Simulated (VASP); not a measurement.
# SnO2 (Pnnm) in VASP: further runs

The runs below take SnO2 through relaxation of cell and atoms, with LDA.

Program: VASP 6.6.1. These are calculated values, not measurements. Logs are shortened: lines on timing, memory, paths and dates and some standing lists are left out, and cuts for length are marked.

### Step 1. The cell of the first run

Symmetry: Pnnm, No. 58, orthorhombic system. Conventional cell: a = 4.788 Å, b = 4.867 Å, c = 3.241 Å, α = 90.00°, β = 90.00°, γ = 90.00°. Sn (site symmetry 2/m) has 6 O at 2.09 to 2.10 Å within 2.8 Å. Within 2.8 Å of O (site symmetry m) lie 3 Sn at 2.09 to 2.10 Å and 1 O at 2.65 Å.

### Step 2. Relaxation of cell and atoms, LDA, target pressure 10 GPa, at which the enthalpy is minimised

Input file INCAR:

```
SYSTEM = SnO2
PREC     = Accurate       ! precision mode
ENCUT    = 600            ! plane-wave cutoff, eV
EDIFF    = 1E-7           ! SCF threshold, eV
ISMEAR   = 0              ! smearing method
SIGMA    = 0.01           ! smearing width, eV
LREAL    = .FALSE.        ! projectors in reciprocal space
LASPH    = .TRUE.         ! aspherical terms in the spheres
NELM     = 60             ! most SCF steps
ALGO     = Normal         ! electronic algorithm
ISIF     = 3              ! what is computed and relaxed
LWAVE    = .FALSE.        ! write WAVECAR
LCHARG   = .FALSE.        ! write CHGCAR
GGA      = CA             ! functional
IBRION   = 2              ! ionic algorithm
NSW      = 80             ! ionic steps
EDIFFG   = -0.05          ! ionic threshold
PSTRESS  = 100.0
```

Input file KPOINTS:

```
Automatic mesh
0
G
  4 4 6
  0 0 0
```

Input file POSCAR:

```
SnO2
1.0
    4.7880040000      0.0000000000      0.0000000000
    0.0000000000      4.8665820000      0.0000000000
    0.0000000000      0.0000000000      3.2408980000
Sn O
2 4
Direct
    0.5000000000      0.5000000000      0.5000000000
    0.0000000000      0.0000000000      0.0000000000
    0.2918550000      0.3210420000      0.0000000000
    0.7918550000      0.1789580000      0.5000000000
    0.2081450000      0.8210420000      0.5000000000
    0.7081450000      0.6789580000      0.0000000000
```

Potentials or basis: VASP PAW LDA potentials, release 64 (Sn_d, O).

Command:

```console
> cat potpaw_LDA.64/Sn_d/POTCAR potpaw_LDA.64/O/POTCAR > POTCAR
> mpirun -np 1 vasp_std > vasp.out
```

OUTCAR:

```text
SYSTEM = SnO2
   PREC = Accurate
   ENCUT = 600
   EDIFF = 1E-7
   ISMEAR = 0
   LREAL = .FALSE.
   LASPH = .TRUE.
   NELM = 60
   ISIF = 3
   GGA = CA
   IBRION = 2
   NSW = 80
   EDIFFG = -0.05
   PSTRESS = 100.0

 ion  position               nearest neighbor table
   1  0.500  0.500  0.500-   3 2.09   6 2.09   3 2.09   6 2.09   5 2.10   4 2.10
   2  0.000  0.000  0.000-   4 2.09   5 2.09   4 2.09   5 2.09   3 2.10   6 2.10
   3  0.292  0.321  0.000-   1 2.09   1 2.09   2 2.10
   4  0.792  0.179  0.500-   2 2.09   2 2.09   1 2.10
   5  0.208  0.821  0.500-   2 2.09   2 2.09   1 2.10
   6  0.708  0.679  0.000-   1 2.09   1 2.09   2 2.10

  LATTYP: Found a simple orthorhombic cell.
 ALAT       =     3.2408980000
 B/A-ratio  =     1.4773695439
 C/A-ratio  =     1.5016152930

  Lattice vectors:

 A1 = (   0.0000000000,   0.0000000000,   3.2408980000)
 A2 = (   4.7880040000,   0.0000000000,   0.0000000000)
 A3 = (   0.0000000000,   4.8665820000,   0.0000000000)

Analysis of symmetry for initial positions (statically):
=====================================================================
 Subroutine PRICEL returns:
 Original cell was already a primitive cell.

 Routine SETGRP: Setting up the symmetry group for a
 simple orthorhombic supercell.

 Subroutine GETGRP returns: Found  8 space group operations
 (whereof  4 operations were pure point group operations)
 out of a pool of  8 trial point group operations.

The static configuration has the point symmetry C_2h.
 The point group associated with its full space group is D_2h.

Analysis of symmetry for dynamics (positions and initial velocities):
=====================================================================
 Subroutine PRICEL returns:
 Original cell was already a primitive cell.

 Routine SETGRP: Setting up the symmetry group for a
 simple orthorhombic supercell.

 Subroutine GETGRP returns: Found  8 space group operations
 (whereof  4 operations were pure point group operations)
 out of a pool of  8 trial point group operations.

The dynamic configuration has the point symmetry C_2h.
 The point group associated with its full space group is D_2h.

 Subroutine INISYM returns: Found  8 space group operations
 (whereof  4 operations are pure point group operations),
 and found     1 'primitive' translations

----------------------------------------------------------------------------------------

                                     Primitive cell

  volume of cell :      75.5169

  direct lattice vectors                    reciprocal lattice vectors
     4.788004000  0.000000000  0.000000000     0.208855298  0.000000000  0.000000000
     0.000000000  4.866582000  0.000000000     0.000000000  0.205483027  0.000000000
     0.000000000  0.000000000  3.240898000     0.000000000  0.000000000  0.308556456

  length of vectors
     4.788004000  4.866582000  3.240898000     0.208855298  0.205483027  0.308556456

  position of ions in fractional coordinates (direct lattice)
     0.500000000  0.500000000  0.500000000
     0.000000000  0.000000000  0.000000000
     0.291855000  0.321042000  0.000000000
     0.791855000  0.178958000  0.500000000
     0.208145000  0.821042000  0.500000000
     0.708145000  0.678958000  0.000000000

  ion indices of the primitive-cell ions
   primitive index   ion index
                 1           1
                 2           2
                 3           3
                 4           4
                 5           5
                 6           6

----------------------------------------------------------------------------------------

 KPOINTS: Automatic mesh

Automatic generation of k-mesh.
 Grid dimensions read from file:
 generate k-points for:    4    4    6

 Generating k-lattice:

  Cartesian coordinates                     Fractional coordinates (reciprocal lattice)
     0.052213824  0.000000000  0.000000000     0.250000000  0.000000000  0.000000000
     0.000000000  0.051370757  0.000000000     0.000000000  0.250000000  0.000000000
     0.000000000  0.000000000  0.051426076     0.000000000  0.000000000  0.166666667

  Length of vectors
     0.052213824  0.051370757  0.051426076

  Shift w.r.t. Gamma in fractional coordinates (k-lattice)
     0.000000000  0.000000000  0.000000000

 Subroutine IBZKPT returns following result:
 ===========================================

 Found     36 irreducible k-points:

 Following reciprocal coordinates:
            Coordinates               Weight
  0.000000  0.000000  0.000000      1.000000
  0.250000  0.000000  0.000000      2.000000
  0.500000  0.000000  0.000000      1.000000
  0.000000  0.250000  0.000000      2.000000
  0.250000  0.250000  0.000000      4.000000
  0.500000  0.250000  0.000000      2.000000
[... 16 lines left out ...]
  0.250000  0.250000  0.333333      8.000000
  0.500000  0.250000  0.333333      4.000000
 [... further k-points ...]
   k-points           NKPTS =     36   k-points in BZ     NKDIM =     36   number of bands    NBANDS=     31
   number of dos      NEDOS =    301   number of ions     NIONS =      6
   total plane-waves  NPLWV =  44800
   dimension x,y,z NGX =    40 NGY =   40 NGZ =   28
   dimension x,y,z NGXF=    80 NGYF=   80 NGZF=   56
   ions per type =               2   4
   NGX,Y,Z   is equivalent  to a cutoff of  13.89, 13.66, 14.36 a.u.
   NGXF,Y,Z  is equivalent  to a cutoff of  27.78, 27.33, 28.73 a.u.
 SYSTEM =  SnO2
   PREC   = accura    normal or accurate (medium, high low for compatibility)
   ISTART =      0    job   : 0-new  1-cont  2-samecut
   ICHARG =      2    charge: 1-file 2-atom 10-const
   ISPIN  =      1    spin polarized calculation?
   LNONCOLLINEAR =      F non collinear calculations
   LSORBIT =      F    spin-orbit coupling
   LASPH  =      T    aspherical Exc in radial PAW
   ENCUT  =  600.0 eV  44.10 Ry    6.64 a.u.   9.56  9.72  6.47*2*pi/ulx,y,z
   NELM   =     60;   NELMIN=  2; NELMDL= -5     # of ELM steps
   EDIFF  = 0.1E-06   stopping-criterion for ELM
   LREAL  =      F    real-space projection
   EDIFFG = -.5E-01   stopping-criterion for IOM
   NSW    =     80    number of steps for IOM
   IBRION =      2    ionic relax: 0-MD 1-quasi-New 2-CG
   NFREE  =      1    steps in history (QN), initial steepest desc. (CG)
   ISIF   =      3    stress and relaxation
   ISYM   =      2    0-nonsym 1-usesym 2-fastsym
   POTIM  = 0.5000    time-step for ionic-motion
   TEBEG  =    0.0;   TEEND  =   0.0 temperature during run
   PSTRESS=  100.0 pullay stress
   NELECT =      52.0000    total number of electrons
   NUPDOWN=      -1.0000    fix difference up-down
   EMIN   =  10.00;   EMAX   =-10.00  energy-range for DOS
   EFERMI =   0.00;   METHOD = LEGACY
   ISMEAR =     0;   SIGMA  =   0.01  broadening in eV -4-tet -1-fermi 0-gaus
   EFERMI_NEDOS =   21; number of points for ismear=-14 and -15
   IALGO  =     38    algorithm
   IMIX   =      4    mixing-type and parameters
     AMIX     =   0.40;   BMIX     =  1.00
     AMIX_MAG =   1.60;   BMIX_MAG =  1.00
  volume/ion in A,a.u.               =      12.59        84.94
  Fermi-wavevector in a.u.,A,eV,Ry     =   1.445644  2.731871 28.434627  2.089886
  Thomas-Fermi vector in A             =   2.563802
   LORBIT       =      0    0 simple, 1 ext, 2 COOP (PROOUT), +10 PAW based schemes
   GGA     = CA    functional components
   LHFCALC =     F    Hartree Fock is set to
   AEXX    =    0.0000 exact exchange contribution
   IVDW    =     0    specifies the selected vdW correction
   LEPSILON=     F    determine dielectric tensor
   LRPA    =     F    only Hartree local field effects (RPA)
 conjugate gradient relaxation of ions
 non-spin polarized calculation
 Gauss-broadening in eV      SIGMA  =   0.01
  energy-cutoff  :      600.00
  volume of cell :       75.52
 maximum number of plane-waves:      2552
 NGX is ok and might be reduce to    40
   NGX = 19   NGY = 19   NGZ = 13

--------------------------------------- Ionic step        1  -------------------------------------------

 number of electron      51.9999998 magnetization

 Free energy of the ion-electron system (eV)
  ---------------------------------------------------
  ext. energy  EPLUGINS =         0.00000000
  ---------------------------------------------------
  free energy    TOTEN  =       -42.14305559 eV

  energy without entropy =      -42.14305559  energy(sigma->0) =      -42.14305559

------------------------ aborting loop because EDIFF is reached ----------------------------------------

  FORCE on cell =-STRESS in cart. coord.  units (eV):
  Direction    XX          YY          ZZ          XY          YZ          ZX
  --------------------------------------------------------------------------------------
  -------------------------------------------------------------------------------------
  Total       -4.6822668     -4.8121288     -5.4819580      0.0000000      0.0000000      0.0000000
  in kB      -99.3396954   -102.0948682   -116.3060673      0.0000000      0.0000000      0.0000000
  external PRESSURE =    -205.9135436 kB  Pullay stress =     100.0000000 kB
[... 321 lines left out ...]
  enthalpy is  TOTEN    =       -37.9445175141 eV   P V=        4.2672222411

--------------------------------------- Ionic step        9  -------------------------------------------

 number of electron      51.9999984 magnetization

 Free energy of the ion-electron system (eV)
  ---------------------------------------------------
  ext. energy  EPLUGINS =         0.00000000
  ---------------------------------------------------
  free energy    TOTEN  =       -42.20699358 eV

  energy without entropy =      -42.20699358  energy(sigma->0) =      -42.20699358

 E-fermi :   6.4224     XC(G=0): -12.0562

 val. band max:        6.3651936462   @ k =   0.0000   0.0000   0.0000
 cond. band min:       8.0826441993   @ k =   0.0000   0.0000   0.0000
 fundamental gap:      1.7174505531
 Fermi energy:         6.4224461044

 k-point     1 :       0.0000    0.0000    0.0000
  band No.  band energies     occupation
      1     -14.6557      2.00000
      2     -13.7663      2.00000
      3     -13.4486      2.00000
      4     -13.4292      2.00000
      5     -13.4234      2.00000
      6     -13.3931      2.00000
[... 805 lines left out ...]
     30      15.4962      0.00000
     31      16.5748      0.00000

 [... further k-points ...]

------------------------ aborting loop because EDIFF is reached ----------------------------------------

  FORCE on cell =-STRESS in cart. coord.  units (eV):
  Direction    XX          YY          ZZ          XY          YZ          ZX
  --------------------------------------------------------------------------------------
  -------------------------------------------------------------------------------------
  Total        4.0162579      4.0670224      4.1946437      0.0000000      0.0000000      0.0000000
  in kB       94.2261068     95.4171025     98.4112467      0.0000000      0.0000000      0.0000000
  external PRESSURE =      -3.9818480 kB  Pullay stress =     100.0000000 kB
[... 21 lines left out ...]
  FREE ENERGIE OF THE ION-ELECTRON SYSTEM (eV)
  ---------------------------------------------------
  free  energy   TOTEN  =       -42.2069935846 eV

  energy  without entropy=      -42.2069935846  energy(sigma->0) =      -42.20699358

  enthalpy is  TOTEN    =       -37.9446314451 eV   P V=        4.2623621394

 reached required accuracy - stopping structural energy minimisation
```

Run time: 5.5 min. Hardware: 1 thread of Intel Xeon 6975P-C (Granite Rapids), shared host; peak memory 0.24 GiB.

What came out:

| Property | Result |
| --- | --- |
| Free energy | -42.2070 eV |
| Relaxed volume | 11.38 Å³/atom |
| Relaxed cell | a = 4.611 Å, b = 4.680 Å, c = 3.165 Å, α = 90.00°, β = 90.00°, γ = 90.00° |
| Space group after relaxing (to 0.1 Å) | Pnnm (No. 58) |
| Energy change on relaxing (the run minimises the enthalpy) | -10.7 meV/atom |
| Ionic steps | 9 |
| Pressure after relaxing | 9.6 GPa |
| Largest force after relaxing | 0.041 eV/Å |
| Band gap on the k mesh | 1.72 eV |

Forces in eV/Å, atoms in the order of the input:
```
Sn   0.000  0.000  0.000
Sn   0.000  0.000  0.000
O    0.034  0.023  0.000
O    0.034 -0.023  0.000
O   -0.034  0.023  0.000
O   -0.034 -0.023  0.000
```

Stress tensor (GPa, compression positive):
```
9.42 0.00 0.00
0.00 9.54 0.00
0.00 0.00 9.84
```

The path:
```
step  energy change (eV)  largest force (eV/Å)  pressure (GPa)  volume (Å³)
   1              0.0000                0.1512          -10.59        75.52
   2              1.9150                1.3835           63.63        59.18
   3             -0.0743                0.3103            8.78        68.81
   4             -0.0610                0.3280            9.63        68.58
   5             -0.0526                0.3386           10.15        68.45
   6             -0.0446                0.1325           10.62        68.01
   7             -0.0492                0.0623           10.51        68.07
   8             -0.0687                0.0344            9.30        68.37
   9             -0.0639                0.0415            9.60        68.29
```

Final structure:
```
Sn O
1.0
     4.61061    0.00000    0.00000
     0.00000    4.68044    0.00000
     0.00000    0.00000    3.16458
Sn O
2 4
Direct
  0.50000 0.50000 0.50000
  0.00000 0.00000 0.00000
  0.29087 0.31941 0.00000
  0.79087 0.18059 0.50000
  0.20913 0.81941 0.50000
  0.70913 0.68059 0.00000
```

Levels at points of the mesh, in eV from the valence-band top:
```
           k point  band 22  band 23  band 24  band 25  band 26  band 27  band 28  band 29  band 30  band 31
(0.00, 0.00, 0.00)    -1.21    -1.17    -0.75    -0.73     0.00     1.72     6.24     6.32     6.39    10.50
(0.50, 0.00, 0.00)    -1.88    -1.17    -1.17    -0.53    -0.53     4.75     4.75     6.83     6.83    11.48
(0.00, 0.50, 0.00)    -2.17    -1.15    -1.15    -0.63    -0.63     4.91     4.91     7.35     7.35    11.26
(0.50, 0.50, 0.00)    -2.12    -1.30    -1.30    -0.84    -0.84     5.26     5.26     7.62     7.62    11.35
(0.00, 0.00, 0.50)    -2.70    -1.78    -1.78    -1.22    -1.22     6.58     6.58     9.90     9.90    10.66
(0.50, 0.00, 0.50)    -1.94    -1.01    -1.01    -0.65    -0.65     6.93     6.93     8.44     8.44    10.86
(0.00, 0.50, 0.50)    -1.59    -1.26    -1.26    -0.54    -0.54     6.82     6.82     8.23     8.23    11.42
(0.50, 0.50, 0.50)    -2.29    -0.96    -0.96    -0.79    -0.79     5.18     5.18     8.94     8.94    11.17
```

Caveat: the cell is relaxed towards a set pressure, so the run minimises the enthalpy, not the energy; spin-orbit coupling is left out, which moves the levels of the heavy elements; the relaxation stopped at a loose force limit of 0.05 eV/Å, so its end isn't a converged minimum.

[end of part 1 of 2]
